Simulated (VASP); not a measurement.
# CaO (Fm-3m) in VASP: notebook

CaO is run at these levels: LDA; tasks: single point.

Everything below comes from runs of VASP 6.6.1. Logs are shortened: lines on timing, memory, paths and dates and some standing lists are left out, and cuts for length are marked.

### Step 1. The cell of the first run

Symmetry: Fm-3m, No. 225, cubic system. Conventional cell: a = 4.604 Å, b = 4.604 Å, c = 4.604 Å, α = 90.00°, β = 90.00°, γ = 90.00°. Within 3.0 Å of Ca (site symmetry m-3m) lie 6 O at 2.30 Å. Within 3.0 Å of O (site symmetry m-3m) lie 6 Ca at 2.30 Å.

### Step 2. Single point, LDA

File INCAR:

```
PREC = Accurate
ENCUT = 520
EDIFF = 1E-6
ISMEAR = 0
SIGMA = 0.01
LREAL = F
LASPH = T
NELM = 60
ALGO = Normal
ISIF = 2
LWAVE = F
LCHARG = F
NBANDS = 15
```

File KPOINTS:

```
Automatic mesh
0
Gamma
  8 8 8
```

File POSCAR:

```
CaO
1.0
    2.3019540576      2.3019540576      0.0000000000
   -2.3019540576      2.3019540576      0.0000000000
    0.0000000000      2.3019540576      2.3019540576
Ca O
1 1
Direct
    0.0000000000      0.0000000000      0.0000000000
    0.5000000000      0.5000000000      0.0000000000
```

Potentials or basis: VASP PAW LDA potentials, release 64 (Ca_sv, O).

Command:

```
> cat potpaw_LDA.64/Ca_sv/POTCAR potpaw_LDA.64/O/POTCAR > POTCAR
> mpirun -np 1 vasp_std > vasp.out
```

OUTCAR:

```text
PREC = Accurate
   ENCUT = 520
   EDIFF = 1E-6
   ISMEAR = 0
   LREAL = F
   LASPH = T
   NELM = 60
   ISIF = 2

 ion  position               nearest neighbor table
   1  0.000  0.000  0.000-   2 2.30   2 2.30   2 2.30   2 2.30   2 2.30   2 2.30
   2  0.500  0.500  0.000-   1 2.30   1 2.30   1 2.30   1 2.30   1 2.30   1 2.30

  LATTYP: Found a face centered cubic cell.
 ALAT       =     4.6039081152

  Lattice vectors:

 A1 = (   0.0000000000,   2.3019540576,   2.3019540576)
 A2 = (   2.3019540576,   0.0000000000,   2.3019540576)
 A3 = (   2.3019540576,   2.3019540576,   0.0000000000)

Analysis of symmetry for initial positions (statically):
=====================================================================
 Subroutine PRICEL returns:
 Original cell was already a primitive cell.

 Routine SETGRP: Setting up the symmetry group for a
 face centered cubic supercell.

 Subroutine GETGRP returns: Found 48 space group operations
 (whereof 48 operations were pure point group operations)
 out of a pool of 48 trial point group operations.

The static configuration has the point symmetry O_h .

Analysis of symmetry for dynamics (positions and initial velocities):
=====================================================================
 Subroutine PRICEL returns:
 Original cell was already a primitive cell.

 Routine SETGRP: Setting up the symmetry group for a
 face centered cubic supercell.

 Subroutine GETGRP returns: Found 48 space group operations
 (whereof 48 operations were pure point group operations)
 out of a pool of 48 trial point group operations.

The dynamic configuration has the point symmetry O_h .

 Subroutine INISYM returns: Found 48 space group operations
 (whereof 48 operations are pure point group operations),
 and found     1 'primitive' translations

----------------------------------------------------------------------------------------

                                     Primitive cell

  volume of cell :      24.3961

  direct lattice vectors                    reciprocal lattice vectors
     2.301954058  2.301954058  0.000000000     0.217206768  0.217206768 -0.217206768
    -2.301954058  2.301954058  0.000000000    -0.217206768  0.217206768 -0.217206768
     0.000000000  2.301954058  2.301954058     0.000000000  0.000000000  0.434413535

  length of vectors
     3.255454648  3.255454648  3.255454648     0.376213157  0.376213157  0.434413535

  position of ions in fractional coordinates (direct lattice)
     0.000000000  0.000000000  0.000000000
     0.500000000  0.500000000  0.000000000

  ion indices of the primitive-cell ions
   primitive index   ion index
                 1           1
                 2           2

----------------------------------------------------------------------------------------

 KPOINTS: Automatic mesh

Automatic generation of k-mesh.
 Grid dimensions read from file:
 generate k-points for:    8    8    8

 Generating k-lattice:

  Cartesian coordinates                     Fractional coordinates (reciprocal lattice)
     0.027150846  0.027150846 -0.027150846     0.125000000  0.000000000  0.000000000
    -0.027150846  0.027150846 -0.027150846     0.000000000  0.125000000  0.000000000
     0.000000000  0.000000000  0.054301692     0.000000000  0.000000000  0.125000000

  Length of vectors
     0.047026645  0.047026645  0.054301692

  Shift w.r.t. Gamma in fractional coordinates (k-lattice)
     0.000000000  0.000000000  0.000000000

 Subroutine IBZKPT returns following result:
 ===========================================

 Found     29 irreducible k-points:

 Following reciprocal coordinates:
            Coordinates               Weight
  0.000000  0.000000  0.000000      1.000000
  0.125000  0.000000  0.000000      8.000000
  0.250000  0.000000  0.000000      8.000000
  0.375000  0.000000  0.000000      8.000000
  0.500000  0.000000  0.000000      4.000000
  0.125000  0.125000  0.000000     12.000000
[... 16 lines left out ...]
  0.375000  0.250000  0.125000     48.000000
  0.500000  0.250000  0.125000     24.000000
 [... further k-points ...]
   k-points           NKPTS =     29   k-points in BZ     NKDIM =     29   number of bands    NBANDS=     15
   number of dos      NEDOS =    301   number of ions     NIONS =      2
   total plane-waves  NPLWV =  13824
   dimension x,y,z NGX =    24 NGY =   24 NGZ =   24
   dimension x,y,z NGXF=    48 NGYF=   48 NGZF=   48
   ions per type =               1   1
   NGX,Y,Z   is equivalent  to a cutoff of  12.26, 12.26, 12.26 a.u.
   NGXF,Y,Z  is equivalent  to a cutoff of  24.51, 24.51, 24.51 a.u.
 SYSTEM =  unknown system
   PREC   = accura    normal or accurate (medium, high low for compatibility)
   ISTART =      0    job   : 0-new  1-cont  2-samecut
   ICHARG =      2    charge: 1-file 2-atom 10-const
   ISPIN  =      1    spin polarized calculation?
   LNONCOLLINEAR =      F non collinear calculations
   LSORBIT =      F    spin-orbit coupling
   LASPH  =      T    aspherical Exc in radial PAW
   ENCUT  =  520.0 eV  38.22 Ry    6.18 a.u.   6.05  6.05  6.05*2*pi/ulx,y,z
   NELM   =     60;   NELMIN=  2; NELMDL= -5     # of ELM steps
   EDIFF  = 0.1E-05   stopping-criterion for ELM
   LREAL  =      F    real-space projection
   EDIFFG = 0.1E-04   stopping-criterion for IOM
   NSW    =      0    number of steps for IOM
   IBRION =     -1    ionic relax: 0-MD 1-quasi-New 2-CG
   NFREE  =      0    steps in history (QN), initial steepest desc. (CG)
   ISIF   =      2    stress and relaxation
   ISYM   =      2    0-nonsym 1-usesym 2-fastsym
   POTIM  = 0.5000    time-step for ionic-motion
   TEBEG  =    0.0;   TEEND  =   0.0 temperature during run
   PSTRESS=    0.0 pullay stress
   NELECT =      16.0000    total number of electrons
   NUPDOWN=      -1.0000    fix difference up-down
   EMIN   =  10.00;   EMAX   =-10.00  energy-range for DOS
   EFERMI =   0.00;   METHOD = LEGACY
   ISMEAR =     0;   SIGMA  =   0.01  broadening in eV -4-tet -1-fermi 0-gaus
   EFERMI_NEDOS =   21; number of points for ismear=-14 and -15
   IALGO  =     38    algorithm
   IMIX   =      4    mixing-type and parameters
     AMIX     =   0.40;   BMIX     =  1.00
     AMIX_MAG =   1.60;   BMIX_MAG =  1.00
  volume/ion in A,a.u.               =      12.20        82.32
  Fermi-wavevector in a.u.,A,eV,Ry     =   1.422356  2.687862 27.525883  2.023095
  Thomas-Fermi vector in A             =   2.543068
   LORBIT       =      0    0 simple, 1 ext, 2 COOP (PROOUT), +10 PAW based schemes
   GGA     = CA    functional components
   LHFCALC =     F    Hartree Fock is set to
   AEXX    =    0.0000 exact exchange contribution
   IVDW    =     0    specifies the selected vdW correction
   LEPSILON=     F    determine dielectric tensor
   LRPA    =     F    only Hartree local field effects (RPA)
 non-spin polarized calculation
 Gauss-broadening in eV      SIGMA  =   0.01
  energy-cutoff  :      520.00
  volume of cell :       24.40
 maximum number of plane-waves:       684
   NGX = 13   NGY = 13   NGZ = 13

 number of electron      16.0000004 magnetization

 Free energy of the ion-electron system (eV)
  ---------------------------------------------------
  ext. energy  EPLUGINS =         0.00000000
  ---------------------------------------------------
  free energy    TOTEN  =       -14.15677783 eV

  energy without entropy =      -14.15677783  energy(sigma->0) =      -14.15677783

 E-fermi :   2.8655     XC(G=0): -11.6779

 val. band max:        2.8203807527   @ k =   0.0000   0.0000   0.0000
 cond. band min:       6.1720899188   @ k =   0.5000   0.5000   0.0000
 fundamental gap:      3.3517091661
 Fermi energy:         2.8654713531

 k-point     1 :       0.0000    0.0000    0.0000
  band No.  band energies     occupation
      1     -33.7728      2.00000
      2     -14.6879      2.00000
      3     -14.6879      2.00000
      4     -14.6879      2.00000
      5     -12.6418      2.00000
      6       2.8204      2.00000
      7       2.8204      2.00000
      8       2.8204      2.00000
      9       8.5074      0.00000
     10       9.2036      0.00000
     11       9.2036      0.00000
     12       9.2036      0.00000
     13      11.0112      0.00000
     14      11.0112      0.00000
     15      18.3907      0.00000

 k-point     2 :       0.1250    0.0000    0.0000
  band No.  band energies     occupation
      1     -33.7445      2.00000
      2     -15.1141      2.00000
      3     -14.6994      2.00000
      4     -14.6994      2.00000
      5     -12.2152      2.00000
      6       2.2269      2.00000
      7       2.5462      2.00000
      8       2.5462      2.00000
      9       9.1090      0.00000
     10       9.2788      0.00000
     11       9.5215      0.00000
     12       9.5215      0.00000
     13      11.4773      0.00000
     14      11.4773      0.00000
     15      19.1656      0.00000

 k-point     3 :       0.2500    0.0000    0.0000
  band No.  band energies     occupation
      1     -33.6752      2.00000
      2     -15.8271      2.00000
      3     -14.7268      2.00000
      4     -14.7268      2.00000
      5     -11.4978      2.00000
      6       1.0824      2.00000
      7       1.9717      2.00000
      8       1.9717      2.00000
      9       9.3078      0.00000
     10      10.3610      0.00000
     11      10.3610      0.00000
     12      10.7231      0.00000
     13      12.5825      0.00000
     14      12.5825      0.00000
     15      19.9885      0.00000
[... 343 lines left out ...]
 k-point    23 :       0.3750    0.2500    0.1250
  band No.  band energies     occupation
      1     -33.5690      2.00000
      2     -16.1162      2.00000
      3     -15.0535      2.00000
      4     -14.8461      2.00000
      5     -11.2793      2.00000
      6       0.5639      2.00000
      7       1.5163      2.00000
      8       1.8835      2.00000
      9       8.8589      0.00000
     10      10.9639      0.00000
     11      11.9336      0.00000
     12      12.2488      0.00000
     13      13.7616      0.00000
     14      15.0947      0.00000
     15      19.1034      0.00000

 k-point    24 :       0.5000    0.2500    0.1250
  band No.  band energies     occupation
      1     -33.5456      2.00000
      2     -16.2100      2.00000
      3     -15.0770      2.00000
      4     -14.8893      2.00000
      5     -11.2110      2.00000
      6       0.5092      2.00000
      7       1.5465      2.00000
      8       1.5468      2.00000
      9       9.9531      0.00000
     10      10.0243      0.00000
     11      12.2964      0.00000
     12      12.7528      0.00000
     13      14.0952      0.00000
     14      15.9298      0.00000
     15      18.2474      0.00000

 [... further k-points ...]

------------------------ aborting loop because EDIFF is reached ----------------------------------------

  FORCE on cell =-STRESS in cart. coord.  units (eV):
  Direction    XX          YY          ZZ          XY          YZ          ZX
  --------------------------------------------------------------------------------------
  -------------------------------------------------------------------------------------
  Total        1.7216440      1.7216440      1.7216440     -0.0000000     -0.0000000     -0.0000000
  in kB      113.0665072    113.0665072    113.0665072     -0.0000000     -0.0000000     -0.0000000
  external PRESSURE =     113.0665072 kB  Pullay stress =       0.0000000 kB

 VOLUME and BASIS-vectors are now :
 -----------------------------------------------------------------------------
  energy-cutoff  :      520.00
  volume of cell :       24.40
      direct lattice vectors                 reciprocal lattice vectors
     2.301954058  2.301954058  0.000000000     0.217206768  0.217206768 -0.217206768
    -2.301954058  2.301954058  0.000000000    -0.217206768  0.217206768 -0.217206768
     0.000000000  2.301954058  2.301954058     0.000000000  0.000000000  0.434413535

 POSITION                                       TOTAL-FORCE (eV/Angst)
 -----------------------------------------------------------------------------------
      0.00000      0.00000      0.00000         0.000000     -0.000000      0.000000
      0.00000      2.30195      0.00000         0.000000      0.000000      0.000000
 -----------------------------------------------------------------------------------
    total drift:                                0.000000     -0.000000     -0.000000

  FREE ENERGIE OF THE ION-ELECTRON SYSTEM (eV)
  ---------------------------------------------------
  free  energy   TOTEN  =       -14.1567778251 eV

  energy  without entropy=      -14.1567778251  energy(sigma->0) =      -14.15677783
```

Wall time 6.6 s (1 thread of Intel Xeon Platinum 8559C (Emerald Rapids), shared host); peak memory 0.13 GiB.

What came out:

```yaml
Free_energy: -14.1568 eV
Pressure: 11.3 GPa
Band_gap_on_the_k_mesh: 3.35 eV, indirect (least direct gap 3.68 eV)
```

### Step 3. Single point, LDA

This run uses another cell than the first one, of 13.25 Å³/atom, 1.087 times its volume.

File INCAR:

```
ALGO     = Normal         # electronic algorithm
EDIFF    = 1E-6           # SCF threshold, eV
ENCUT    = 520            # plane-wave cutoff, eV
ISIF     = 2              # what is computed and relaxed
ISMEAR   = 0              # smearing method
LASPH    = True           # aspherical terms in the spheres
LCHARG   = True           # write CHGCAR
LELF     = True           # ELF
LREAL    = False          # projectors in reciprocal space
LVHAR    = True         
LWAVE    = False          # write WAVECAR
NBANDS   = 15             # bands
NELM     = 80             # most SCF steps
PREC     = Accurate       # precision mode
SIGMA    = 0.01           # smearing width, eV
```

File KPOINTS:

```
k-points
0
Gamma
  8 8 8
```

File POSCAR:

```
CaO
1.0
    2.3665197020      2.3665197020      0.0000000000
   -2.3665197020      2.3665197020      0.0000000000
    0.0000000000      2.3665197020      2.3665197020
Ca O
1 1
Direct
    0.0000000000      0.0000000000      0.0000000000
    0.5000000000      0.5000000000      0.0000000000
```

Potentials or basis: VASP PAW LDA potentials, release 64 (Ca_sv, O).

Command:

```
> cat potpaw_LDA.64/Ca_sv/POTCAR potpaw_LDA.64/O/POTCAR > POTCAR
> mpirun -np 1 vasp_std > vasp.out
```

Run time: 11 s. Hardware: 1 thread of Intel Xeon Platinum 8559C (Emerald Rapids), shared host; peak memory 0.14 GiB.

It converged, with:

```yaml
Free_energy: -14.2207 eV
Pressure: -1.0 GPa
Band_gap_on_the_k_mesh: 3.43 eV, indirect (least direct gap 3.79 eV)
```

Levels at points of the mesh, in eV from the valence-band top:
```csv
k point,band 6,band 7,band 8,band 9,band 10,band 11
"(0.00, 0.00, 0.00)",0.00,0.00,0.00,4.95,6.21,6.21
"(0.50, 0.00, 0.00)",-2.82,-1.33,-1.33,7.17,8.56,8.56
"(0.50, 0.50, 0.00)",-1.28,-0.36,-0.36,3.43,8.37,9.14
```

A k mesh can miss the band edges. Expect the measured gap to be larger: semilocal functionals such as LDA lack the derivative discontinuity.

### Step 4. Single point, LDA

This run uses another cell than the first one, of 12.85 Å³/atom, 1.053 times its volume.

File INCAR:

```
PREC = Accurate
ENCUT = 520
EDIFF = 1E-6
ISMEAR = 0
SIGMA = 0.01
LREAL = F
LASPH = T
NELM = 100
ALGO = Normal
ISIF = 2
LWAVE = F
LCHARG = F
NBANDS = 15
```

File KPOINTS:

```
regular mesh
0
Gamma
  8 8 8
```

File POSCAR:

```
CaO
1.0
    2.3421676421      2.3421676421      0.0000000000
   -2.3421676421      2.3421676421      0.0000000000
    0.0000000000      2.3421676421      2.3421676421
Ca O
1 1
Direct
    0.0000000000      0.0000000000      0.0000000000
    0.5000000000      0.5000000000      0.0000000000
```

Command:

```
> cat potpaw_LDA.64/Ca_sv/POTCAR potpaw_LDA.64/O/POTCAR > POTCAR
> mpirun -np 1 vasp_std > vasp.out
```

It took 16 s on 1 thread of Intel Xeon Platinum 8559C (Emerald Rapids), shared host; peak memory 0.14 GiB.

It converged, with:

- Free energy: -14.2150 eV
- Pressure: 3.1 GPa
- Band gap on the k mesh: 3.41 eV, indirect (least direct gap 3.76 eV)

Levels at points of the mesh, in eV from the valence-band top:
```
           k point  band 4  band 5  band 6  band 7  band 8  band 9  band 10  band 11  band 12  band 13
(0.00, 0.00, 0.00)  -17.75  -15.36    0.00    0.00    0.00    5.21     6.28     6.28     6.28     7.98
(0.50, 0.00, 0.00)  -17.82  -13.74   -2.90   -1.40   -1.40    7.31     8.72     8.72     8.91    11.09
(0.50, 0.50, 0.00)  -18.06  -15.12   -1.26   -0.35   -0.35    3.41     8.61     9.32    10.06    10.06
```

A k mesh can miss the band edges. As with any semilocal functional, this LDA gap is likely too small.

### Step 5. Overview

| cell | gap on the mesh (eV) | pressure (GPa) |
| --- | --- | --- |
| a = 3.255 Å, angles 60.0, 60.0, 90.0°, 2 atoms | 3.35 | 11.3 |
| a = 3.347 Å, angles 60.0, 60.0, 90.0°, 2 atoms | 3.43 | -1.0 |
| a = 3.312 Å, angles 60.0, 60.0, 90.0°, 2 atoms | 3.41 | 3.1 |

Alike in all rows: task single point; level LDA; potentials or basis VASP PAW LDA potentials, release 64 (Ca_sv, O); no spin polarisation; k mesh 8 × 8 × 8; cutoff (eV) 520; smearing gaussian 0.01 eV.

Absolute energies hang on the potentials; compare differences alone.
